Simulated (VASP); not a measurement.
ZnS, 16 atoms in the cell. Symmetry: F-43m, No. 216, cubic system. The conventional cell has a = 5.442 Å, b = 5.442 Å, c = 5.442 Å, α = 90.00°, β = 90.00°, γ = 90.00°. Within 3.1 Å of Zn (site symmetry -43m) lie 4 S at 2.36 Å. S (site symmetry -43m) has 4 Zn at 2.36 Å within 3.1 Å. 

- Program: VASP 6.6.1
- Task: single point
- Functional: PBE
- Potentials or basis: VASP PAW PBE potentials, release 64 (Zn, S)
- Cutoff: 520 eV
- k mesh: 2 × 2 × 2
- Occupations: gaussian, width 0.01 eV
- Spin: no spin polarisation
- Dipole correction: no
- Further INCAR settings: LREAL = Auto; ALGO = Normal; EDIFF = 1e-06; NBANDS = 86

Potentials or basis: VASP PAW PBE potentials, release 64 (Zn, S).

Run with:

```sh
$ cat potpaw_PBE.64/Zn/POTCAR potpaw_PBE.64/S/POTCAR > POTCAR
$ mpirun -np 1 vasp_std > vasp.out
```

Hardware: 1 thread of Intel Xeon 8259CL (shared host).

Task: How long does it take, and how much memory?

Result: It took 4 min on 1 thread of Intel Xeon 8259CL (shared host), peak memory 0.48 GiB. Counts: scf iterations 15, k points 3.
